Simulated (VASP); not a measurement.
# BN (P1) in VASP: notebook

The runs below take BN through single point, with PBEsol.

Everything below comes from runs of VASP 6.6.1. Logs are shortened: lines on timing, memory, paths and dates and some standing lists are left out, and cuts for length are marked.

### 1 The cell of the first run

The typed cell holds 4 atoms: a = 2.554 Å, b = 2.554 Å, c = 4.227 Å, α = 90.00°, β = 90.00°, γ = 120.00°.

### 2 Single point, PBEsol (atom 3 (N) moved by (-0.100, -0.200) A along [1 1 0] and z)

File INCAR:

```
PREC = Accurate
ENCUT = 520
EDIFF = 1E-6
ISMEAR = 0
SIGMA = 0.05
LREAL = False
LASPH = True
NELM = 100
ALGO = Normal
ISIF = 2
LWAVE = False
LCHARG = True
GGA = PS
LELF = True
LVHAR = True
NBANDS = 16
```

File KPOINTS:

```
regular mesh
0
Gamma
  12 12 6
```

File POSCAR:

```
BN
1.0
    2.5539396017      0.0000000000      0.0000000000
   -1.2769698009      2.2117765748      0.0000000000
    0.0000000000      0.0000000000      4.2268550000
B N
2 2
Direct
    0.6666666667      0.3333333333      0.9997240000
    0.3333333333      0.6666666667      0.4997240000
    0.6229947227      0.3013632515      0.5779594964
    0.3333333333      0.6666666667      0.1252760000
```

Potentials or basis: VASP PAW PBE potentials, release 64 (B, N).

On the command line:

```console
cat potpaw_PBE.64/B/POTCAR potpaw_PBE.64/N/POTCAR > POTCAR
mpirun -np 1 vasp_std > vasp.out
```

OUTCAR:

```text
PREC = Accurate
   ENCUT = 520
   EDIFF = 1E-6
   ISMEAR = 0
   LREAL = False
   LASPH = True
   NELM = 100
   ISIF = 2
   GGA = PS

 ion  position               nearest neighbor table
   1  0.667  0.333  1.000-   4 1.57   4 1.57   4 1.57   3 1.79
   2  0.333  0.667  0.500-   3 1.44   3 1.49   4 1.58   3 1.61
   3  0.623  0.301  0.578-   2 1.44   2 1.49   2 1.61   1 1.79
   4  0.333  0.667  0.125-   1 1.57   1 1.57   1 1.57   2 1.58

  LATTYP: Found a hexagonal cell.
 ALAT       =     2.5539396017
 C/A-ratio  =     1.6550332659

  Lattice vectors:

 A1 = (   2.5539396017,   0.0000000000,   0.0000000000)
 A2 = (  -1.2769698009,   2.2117765748,   0.0000000000)
 A3 = (   0.0000000000,   0.0000000000,   4.2268550000)

Analysis of symmetry for initial positions (statically):
=====================================================================
 Subroutine PRICEL returns:
 Original cell was already a primitive cell.

 Routine SETGRP: Setting up the symmetry group for a
 hexagonal supercell.

 Subroutine GETGRP returns: Found  1 space group operations
 (whereof  1 operations were pure point group operations)
 out of a pool of 24 trial point group operations.

The static configuration has the point symmetry C_1 .

Analysis of symmetry for dynamics (positions and initial velocities):
=====================================================================
 Subroutine PRICEL returns:
 Original cell was already a primitive cell.

 Routine SETGRP: Setting up the symmetry group for a
 hexagonal supercell.

 Subroutine GETGRP returns: Found  1 space group operations
 (whereof  1 operations were pure point group operations)
 out of a pool of 24 trial point group operations.

The dynamic configuration has the point symmetry C_1 .

 Subroutine INISYM returns: Found  1 space group operations
 (whereof  1 operations are pure point group operations),
 and found     1 'primitive' translations

----------------------------------------------------------------------------------------

                                     Primitive cell

  volume of cell :      23.8764

  direct lattice vectors                    reciprocal lattice vectors
     2.553939602  0.000000000  0.000000000     0.391551938  0.226062617  0.000000000
    -1.276969801  2.211776575  0.000000000     0.000000000  0.452125233  0.000000000
     0.000000000  0.000000000  4.226855000     0.000000000  0.000000000  0.236582518
[... 89 lines left out ...]
   LREAL  =      F    real-space projection
   EDIFFG = 0.1E-04   stopping-criterion for IOM
   NSW    =      0    number of steps for IOM
   IBRION =     -1    ionic relax: 0-MD 1-quasi-New 2-CG
   NFREE  =      0    steps in history (QN), initial steepest desc. (CG)
   ISIF   =      2    stress and relaxation
   ISYM   =      2    0-nonsym 1-usesym 2-fastsym
   POTIM  = 0.5000    time-step for ionic-motion
   TEBEG  =    0.0;   TEEND  =   0.0 temperature during run
   PSTRESS=    0.0 pullay stress
   NELECT =      16.0000    total number of electrons
   NUPDOWN=      -1.0000    fix difference up-down
   EMIN   =  10.00;   EMAX   =-10.00  energy-range for DOS
   EFERMI =   0.00;   METHOD = LEGACY
   ISMEAR =     0;   SIGMA  =   0.05  broadening in eV -4-tet -1-fermi 0-gaus
   EFERMI_NEDOS =   21; number of points for ismear=-14 and -15
   IALGO  =     38    algorithm
   IMIX   =      4    mixing-type and parameters
     AMIX     =   0.40;   BMIX     =  1.00
     AMIX_MAG =   1.60;   BMIX_MAG =  1.00
  volume/ion in A,a.u.               =       5.97        40.28
  Fermi-wavevector in a.u.,A,eV,Ry     =   1.432600  2.707222 27.923836  2.052344
  Thomas-Fermi vector in A             =   2.552210
   LORBIT       =      0    0 simple, 1 ext, 2 COOP (PROOUT), +10 PAW based schemes
   GGA     = PS    functional components
   LHFCALC =     F    Hartree Fock is set to
   AEXX    =    0.0000 exact exchange contribution
   IVDW    =     0    specifies the selected vdW correction
   LEPSILON=     F    determine dielectric tensor
   LRPA    =     F    only Hartree local field effects (RPA)
 non-spin polarized calculation
 Gauss-broadening in eV      SIGMA  =   0.05
  energy-cutoff  :      520.00
  volume of cell :       23.88
 maximum number of plane-waves:       660
   NGX =  9   NGY =  9   NGZ = 15

 number of electron      15.9999997 magnetization

 Free energy of the ion-electron system (eV)
  ---------------------------------------------------
  ext. energy  EPLUGINS =         0.00000000
  ---------------------------------------------------
  free energy    TOTEN  =       -35.83308532 eV

  energy without entropy =      -35.83308532  energy(sigma->0) =      -35.83308532

 E-fermi :   8.2902     XC(G=0): -12.9476

 val. band max:        8.0544681692   @ k =   0.0000   0.0000   0.0000
 cond. band min:      12.8371027713   @ k =  -0.4167  -0.0000   0.3333
 fundamental gap:      4.7826346021
 Fermi energy:         8.2902275778

 k-point     1 :       0.0000    0.0000    0.0000
  band No.  band energies     occupation
      1     -13.0251      2.00000
      2      -8.7024      2.00000
      3      -3.3182      2.00000
      4       4.1596      2.00000
      5       5.5210      2.00000
      6       6.8859      2.00000
[... 433 lines left out ...]
      3      -2.2277      2.00000
      4       1.1861      2.00000
      5       3.3271      2.00000
      6       4.2458      2.00000
[... 8 lines left out ...]
     15      21.2788      0.00000
     16      23.4866      0.00000

 [... further k-points ...]

------------------------ aborting loop because EDIFF is reached ----------------------------------------

  FORCE on cell =-STRESS in cart. coord.  units (eV):
  Direction    XX          YY          ZZ          XY          YZ          ZX
  --------------------------------------------------------------------------------------
  -------------------------------------------------------------------------------------
  Total       -0.4546102      1.1363671      0.9477080     -0.6428695      0.2667590      0.1201279
  in kB      -30.5056653     76.2535400     63.5939679    -43.1384139     17.9003048      8.0609310
  external PRESSURE =      36.4472808 kB  Pullay stress =       0.0000000 kB

 VOLUME and BASIS-vectors are now :
 -----------------------------------------------------------------------------
  energy-cutoff  :      520.00
  volume of cell :       23.88
      direct lattice vectors                 reciprocal lattice vectors
     2.553939602  0.000000000  0.000000000     0.391551938  0.226062617  0.000000000
    -1.276969801  2.211776575  0.000000000     0.000000000  0.452125233  0.000000000
     0.000000000  0.000000000  4.226855000     0.000000000  0.000000000  0.236582518

 POSITION                                       TOTAL-FORCE (eV/Angst)
 -----------------------------------------------------------------------------------
      1.27697      0.73726      4.22569        -0.263903     -0.275285     -0.440296
     -0.00000      1.47452      2.11226        -1.599188     -2.119143     -2.683343
      1.20626      0.66655      2.44295         1.931992      2.475528      6.018775
     -0.00000      1.47452      0.52952        -0.068900     -0.081100     -2.895136
 -----------------------------------------------------------------------------------
    total drift:                               -0.000108      0.000167      0.000102

  FREE ENERGIE OF THE ION-ELECTRON SYSTEM (eV)
  ---------------------------------------------------
  free  energy   TOTEN  =       -35.8330853194 eV

  energy  without entropy=      -35.8330853194  energy(sigma->0) =      -35.83308532
```

stdout:

```text
POSCAR found type information on POSCAR B N
 POSCAR found :  2 types and       4 ions
 scaLAPACK will be used
 -----------------------------------------------------------------------------
|                                                                             |
|                                                                             |
|     You enforced a specific xc type in the INCAR file but a different       |
|     I HOPE YOU KNOW WHAT YOU ARE DOING!                                     |
|                                                                             |
 -----------------------------------------------------------------------------

 LDA part: xc-table for (Slater+PW92), standard interpolation
 POSCAR, INCAR and KPOINTS ok, starting setup
 FFT: planning ... GRIDC
 FFT: planning ... GRID_SOFT
 FFT: planning ... GRID
 WAVECAR not read
 entering main loop
```

Wall time 3.2 min (1 thread of Intel Xeon 8259CL, shared host); peak memory 0.24 GiB.

What came out:

```yaml
Free_energy: -35.8331 eV
Pressure: 3.6 GPa
Largest_force: 6.789 eV/Å
Band_gap_on_the_k_mesh: 4.78 eV (least direct gap 6.51 eV)
```

Forces on the atoms (eV/Å):
```
B   -0.264 -0.275 -0.440
B   -1.599 -2.119 -2.683
N    1.932  2.476  6.019
N   -0.069 -0.081 -2.895
```

Levels at points of the mesh, in eV from the valence-band top:
```tsv
k point	band 4	band 5	band 6	band 7	band 8	band 9	band 10	band 11	band 12	band 13
(0.00, 0.00, 0.00)	-3.89	-2.53	-1.17	-0.78	0.00	6.51	7.34	8.11	8.66	9.65
(0.50, 0.00, 0.00)	-8.50	-7.37	-6.36	-3.86	-3.39	5.58	6.48	9.71	11.02	11.49
(0.00, 0.50, 0.00)	-8.97	-6.98	-5.79	-4.68	-3.09	5.75	7.52	9.53	10.86	11.58
(0.50, 0.50, 0.00)	-8.83	-7.12	-5.87	-4.46	-3.16	5.64	7.18	9.54	10.80	11.63
(0.00, 0.00, 0.50)	-5.44	-3.56	-1.95	-1.68	-1.44	7.46	7.82	8.97	9.21	9.24
(0.50, 0.00, 0.50)	-10.33	-5.83	-4.26	-4.21	-3.16	4.87	5.84	8.43	9.00	13.18
(0.00, 0.50, 0.50)	-10.52	-5.10	-4.18	-4.01	-3.05	5.08	5.52	8.01	8.77	13.19
(0.50, 0.50, 0.50)	-10.49	-5.25	-4.23	-4.03	-3.04	5.07	5.49	8.03	8.75	13.21
```

Caveat: the cell differs from its parent crystal (atom 3 (N) moved by (-0.100, -0.200) A along [1 1 0] and z); the stress differs along the axes, from -3 to 8 GPa; the PAW data sets were made with another functional, which shifts forces and pressure a little. A k mesh can miss the band edges.

### 3 Single point, PBEsol (atom 3 (N) moved by (-0.100, +0.000) A along [1 1 0] and z)

File INCAR:

```
ALGO = Normal ; EDIFF = 1E-6
ENCUT = 520 ; GGA = PS
ISIF = 2 ; ISMEAR = 0
LASPH = True ; LCHARG = True
LELF = True ; LREAL = False
LVHAR = True ; LWAVE = False
NBANDS = 16 ; NELM = 80
PREC = Accurate ; SIGMA = 0.05
```

File KPOINTS:

```
k-points
0
Gamma
  12 12 6
```

Changes to POSCAR since step 2:

```diff
@@ -10,3 +10,3 @@
     0.3333333333      0.6666666667      0.4997240000
-    0.6229947227      0.3013632515      0.5779594964
+    0.6229947227      0.3013632515      0.6252760000
     0.3333333333      0.6666666667      0.1252760000
```

Potentials or basis: VASP PAW PBE potentials, release 64 (B, N).

On the command line:

```console
cat potpaw_PBE.64/B/POTCAR potpaw_PBE.64/N/POTCAR > POTCAR
mpirun -np 1 vasp_std > vasp.out
```

Wall time 3 min (1 thread of Intel Xeon 8259CL, shared host); peak memory 0.24 GiB.

It converged, with:

- Free energy: -36.5055 eV
- Pressure: -4.0 GPa
- Largest force: 2.248 eV/Å
- Band gap on the k mesh: 4.58 eV (least direct gap 7.62 eV)

Forces on the atoms (eV/Å):
```
B   -0.320 -0.333 -0.021
B   -1.037 -1.392 -0.230
N    1.380  1.757  0.251
N   -0.023 -0.031  0.000
```

Stress tensor (GPa, compression positive):
```
-5.60 -1.44  0.42
-1.44 -1.13  1.27
 0.42  1.27 -5.26
```

Levels at points of the mesh, in eV from the valence-band top:
| k point | band 6 | band 7 | band 8 | band 9 | band 10 | band 11 |
| --- | --- | --- | --- | --- | --- | --- |
| (0.00, 0.00, 0.00) | -0.75 | -0.54 | 0.00 | 7.62 | 8.06 | 8.16 |
| (0.50, 0.00, 0.00) | -5.52 | -4.33 | -2.66 | 6.12 | 6.65 | 10.17 |
| (0.00, 0.50, 0.00) | -5.24 | -5.06 | -2.31 | 6.13 | 7.86 | 10.01 |
| (0.50, 0.50, 0.00) | -5.26 | -4.87 | -2.38 | 6.05 | 7.49 | 9.97 |
| (0.00, 0.00, 0.50) | -1.54 | -1.53 | -0.77 | 8.12 | 8.94 | 9.18 |
| (0.50, 0.00, 0.50) | -4.13 | -4.00 | -3.93 | 5.84 | 6.12 | 9.26 |
| (0.00, 0.50, 0.50) | -4.06 | -3.90 | -3.53 | 5.92 | 6.14 | 9.12 |
| (0.50, 0.50, 0.50) | -4.12 | -3.89 | -3.47 | 5.86 | 6.08 | 9.16 |

Caveat: the cell differs from its parent crystal (atom 3 (N) moved by (-0.100, +0.000) A along [1 1 0] and z); the cell stands under tension; the PAW data sets were made with another functional, which shifts forces and pressure a little. A k mesh can miss the band edges.

### 4 Single point, PBEsol (atom 3 (N) moved by (-0.100, +0.200) A along [1 1 0] and z)

File INCAR:

```
SYSTEM = BN
ALGO = Normal ; EDIFF = 1E-6
ENCUT = 520 ; GGA = PS
ISIF = 2 ; ISMEAR = 0
LASPH = .TRUE. ; LCHARG = .FALSE.
LREAL = .FALSE. ; LWAVE = .FALSE.
NBANDS = 16 ; NELM = 60
PREC = Accurate ; SIGMA = 0.05
```

File KPOINTS:

```
k-points
0
G
  12 12 6
  0 0 0
```

Changes to POSCAR since step 3:

```diff
@@ -10,3 +10,3 @@
     0.3333333333      0.6666666667      0.4997240000
-    0.6229947227      0.3013632515      0.6252760000
+    0.6229947227      0.3013632515      0.6725925036
     0.3333333333      0.6666666667      0.1252760000
```

Potentials or basis: VASP PAW PBE potentials, release 64 (B, N).

On the command line:

```console
cat potpaw_PBE.64/B/POTCAR potpaw_PBE.64/N/POTCAR > POTCAR
mpirun -np 1 vasp_std > vasp.out
```

OUTCAR:

```text
SYSTEM = BN
   EDIFF = 1E-6
   ENCUT = 520
   GGA = PS
   ISIF = 2
   ISMEAR = 0
   LASPH = .TRUE.
   LREAL = .FALSE.
   NELM = 60
   PREC = Accurate

 ion  position               nearest neighbor table
   1  0.667  0.333  1.000-   3 1.39   4 1.57   4 1.57   4 1.57
   2  0.333  0.667  0.500-   4 1.58   3 1.58   3 1.63   3 1.73
   3  0.623  0.301  0.673-   1 1.39   2 1.58   2 1.63   2 1.73
   4  0.333  0.667  0.125-   1 1.57   1 1.57   1 1.57   2 1.58

  LATTYP: Found a hexagonal cell.
[... 653 lines left out ...]

  FORCE on cell =-STRESS in cart. coord.  units (eV):
  Direction    XX          YY          ZZ          XY          YZ          ZX
  --------------------------------------------------------------------------------------
  -------------------------------------------------------------------------------------
  Total       -0.3118821     -0.2926811      2.1345861      0.0860222      0.1497892      0.0863216
  in kB      -20.9281969    -19.6397538    143.2369398      5.7723378     10.0512936      5.7924299
  external PRESSURE =      34.2229964 kB  Pullay stress =       0.0000000 kB

 VOLUME and BASIS-vectors are now :
 -----------------------------------------------------------------------------
  energy-cutoff  :      520.00
  volume of cell :       23.88
      direct lattice vectors                 reciprocal lattice vectors
     2.553939602  0.000000000  0.000000000     0.391551938  0.226062617  0.000000000
    -1.276969801  2.211776575  0.000000000     0.000000000  0.452125233  0.000000000
     0.000000000  0.000000000  4.226855000     0.000000000  0.000000000  0.236582518

 POSITION                                       TOTAL-FORCE (eV/Angst)
 -----------------------------------------------------------------------------------
      1.27697      0.73726      4.22569        -0.193635     -0.204437      3.864055
     -0.00000      1.47452      2.11226        -0.477998     -0.681555      2.685586
      1.20626      0.66655      2.84295         0.661256      0.887312     -9.269778
     -0.00000      1.47452      0.52952         0.010377     -0.001320      2.720138
 -----------------------------------------------------------------------------------
    total drift:                               -0.000142      0.000119     -0.000126

  FREE ENERGIE OF THE ION-ELECTRON SYSTEM (eV)
  ---------------------------------------------------
  free  energy   TOTEN  =       -35.6885922886 eV

  energy  without entropy=      -35.6885922886  energy(sigma->0) =      -35.68859229
```

OSZICAR:

```text
N       E                     dE             d eps       ncg     rms          rms(c)
DAV:   1     0.363921877028E+02    0.36392E+02   -0.83183E+03 13968   0.972E+02
DAV:   2    -0.355550691168E+02   -0.71947E+02   -0.67043E+02 19632   0.228E+02
DAV:   3    -0.378095245103E+02   -0.22545E+01   -0.22488E+01 16656   0.372E+01
DAV:   4    -0.378150849638E+02   -0.55605E-02   -0.55601E-02 17200   0.209E+00
DAV:   5    -0.378151012587E+02   -0.16295E-04   -0.16295E-04 16568   0.105E-01    0.964E+00
DAV:   6    -0.358809902918E+02    0.19341E+01   -0.23236E+00 18664   0.144E+01    0.455E+00
DAV:   7    -0.357353955754E+02    0.14559E+00   -0.35003E-01 18016   0.485E+00    0.282E+00
DAV:   8    -0.356890750471E+02    0.46321E-01   -0.53072E-02 18136   0.177E+00    0.317E-01
DAV:   9    -0.356885598495E+02    0.51520E-03   -0.17449E-03 17824   0.472E-01    0.136E-01
DAV:  10    -0.356885880538E+02   -0.28204E-04   -0.37024E-04 18640   0.152E-01    0.270E-02
DAV:  11    -0.356885900729E+02   -0.20191E-05   -0.17001E-05 17600   0.384E-02    0.105E-02
DAV:  12    -0.356885921485E+02   -0.20757E-05   -0.25768E-06 16376   0.150E-02    0.511E-03
DAV:  13    -0.356885922886E+02   -0.14006E-06   -0.26439E-07  7048   0.474E-03
   1 F= -.35688592E+02 E0= -.35688592E+02  d E =-.265036E-20
```

stdout:

```text
POSCAR found type information on POSCAR B N
 POSCAR found :  2 types and       4 ions
 scaLAPACK will be used
 -----------------------------------------------------------------------------
|                                                                             |
|                                                                             |
|     You enforced a specific xc type in the INCAR file but a different       |
|     I HOPE YOU KNOW WHAT YOU ARE DOING!                                     |
|                                                                             |
 -----------------------------------------------------------------------------

 LDA part: xc-table for (Slater+PW92), standard interpolation
 POSCAR, INCAR and KPOINTS ok, starting setup
 FFT: planning ... GRIDC
 FFT: planning ... GRID_SOFT
 FFT: planning ... GRID
 WAVECAR not read
 entering main loop
```

Wall time 3.1 min (1 thread of Intel Xeon 8259CL, shared host); peak memory 0.24 GiB.

What came out:

```yaml
Free_energy: -35.6886 eV
Pressure: 3.4 GPa
Largest_force: 9.336 eV/Å
Band_gap_on_the_k_mesh: 2.96 eV (least direct gap 6.93 eV)
```

Forces in eV/Å, atoms in the order of the input:
```
B   -0.194 -0.204  3.864
B   -0.478 -0.682  2.686
N    0.661  0.887 -9.270
N    0.010 -0.001  2.720
```

Levels at points of the mesh, in eV from the valence-band top:
| k point | band 6 | band 7 | band 8 | band 9 | band 10 | band 11 |
| --- | --- | --- | --- | --- | --- | --- |
| (0.00, 0.00, 0.00) | -2.16 | -0.39 | 0.00 | 7.14 | 7.34 | 7.93 |
| (0.50, 0.00, 0.00) | -5.73 | -5.38 | -2.23 | 5.23 | 5.89 | 8.24 |
| (0.00, 0.50, 0.00) | -6.09 | -5.54 | -1.93 | 5.74 | 6.54 | 8.13 |
| (0.50, 0.50, 0.00) | -5.93 | -5.55 | -1.98 | 5.67 | 6.18 | 8.14 |
| (0.00, 0.00, 0.50) | -2.15 | -1.52 | -0.66 | 7.78 | 8.32 | 8.84 |
| (0.50, 0.00, 0.50) | -4.87 | -4.30 | -3.69 | 5.04 | 5.68 | 9.10 |
| (0.00, 0.50, 0.50) | -4.79 | -4.28 | -3.23 | 5.22 | 5.56 | 8.78 |
| (0.50, 0.50, 0.50) | -4.80 | -4.28 | -3.24 | 5.13 | 5.54 | 8.82 |

Caveat: the cell differs from its parent crystal (atom 3 (N) moved by (-0.100, +0.200) A along [1 1 0] and z); the stress differs along the axes, from -2 to 14 GPa; the PAW data sets were made with another functional, which shifts forces and pressure a little. A k mesh can miss the band edges.

### 5 The runs side by side

```tsv
cell	gap on the mesh (eV)	pressure (GPa)	largest force (eV/Å)
as given, atomic positions A	4.78	3.6	6.79
as given, atomic positions B	4.58	-4.0	2.25
as given, atomic positions C	2.96	3.4	9.34
```

Alike in all rows: task single point; level PBEsol; potentials or basis VASP PAW PBE potentials, release 64 (B, N); no spin polarisation; k mesh 12 × 12 × 6; cutoff (eV) 520; smearing gaussian 0.05 eV.

Caveats: the PAW data sets were made with another functional, which shifts forces and pressure a little; the stress differs along the axes, from -3 to 8 GPa (at least some runs); the cell stands under tension (at least some runs); the stress differs along the axes, from -2 to 14 GPa (at least some runs).

Total energies depend on the potentials used, so only differences within one code and one set of settings carry meaning.
